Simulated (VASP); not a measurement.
Rb, 1 atom in the cell. It takes space group R-3m (No. 166, trigonal). The conventional cell has a = 7.469 Å, b = 7.469 Å, c = 5.488 Å, α = 90.00°, β = 90.00°, γ = 120.00°.  This cell differs from its parent crystal: ratio of the length along [111] to the lengths across it x 1.2, volume and fractional coordinates fixed.

- Program: VASP 6.6.1
- Task: single point
- Functional: PBEsol
- Potentials or basis: VASP PAW PBE potentials, release 64 (Rb_sv)
- Cutoff: 520 eV
- k mesh: 14 × 14 × 14
- Occupations: gaussian, width 0.15 eV
- Spin: no spin polarisation
- Dipole correction: no
- Further INCAR settings: ALGO = Fast; EDIFF = 1e-07; NBANDS = 10

Potentials or basis: VASP PAW PBE potentials, release 64 (Rb_sv).

The run is started by

```sh
$ cat potpaw_PBE.64/Rb_sv/POTCAR > POTCAR
$ mpirun -np 1 vasp_std > vasp.out
```

Hardware: 1 thread of Intel Xeon 8259CL, with other jobs on the host.

Q: Estimate the wall time of this run.

A: It took 5.9 min on 1 thread of Intel Xeon 8259CL, with other jobs on the host, peak memory 0.38 GiB. Counts: scf iterations 13, k points 288.
